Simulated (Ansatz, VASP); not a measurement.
One calculation of RbBr, two programs

```
CELL_PARAMETERS angstrom
-2.80166 2.80166 3.01627
2.80166 -2.80166 3.01627
2.80166 2.80166 -3.01627
ATOMIC_POSITIONS crystal
Rb 0.58679 0.58679 0.00000
Br 0.15178 0.15178 0.00000
```

Alike in both runs: task relaxation of cell and atoms; functional PBE; k mesh 4 × 4 × 4; occupations gaussian, width 0.1 eV; no spin polarisation.

```csv
,VASP,Ansatz
version,VASP 6.6.1,Ansatz 0.2.0
potentials or method,"VASP PAW PBE potentials, release 64 (Rb_sv, Br), cutoff 500 eV","scalar-relativistic, plane waves, PAW"
valence electrons in the cell,16,16
```

VASP gave:

| Quantity | Value |
| --- | --- |
| gap on the k mesh at the Fermi level, each at its own relaxed structure (eV) | 4.20 |
| relaxed volume (Å³/atom) | 43.04 |
| relaxed length of the cell vector where the two differ most in proportion (Å) | 4.963 |

Problem. Estimate Ansatz's values.

Solution. gap on the k mesh at the Fermi level, each at its own relaxed structure (eV): 4.22; relaxed volume (Å³/atom): 42.64; relaxed length of the cell vector where the two differ most in proportion (Å): 4.937.
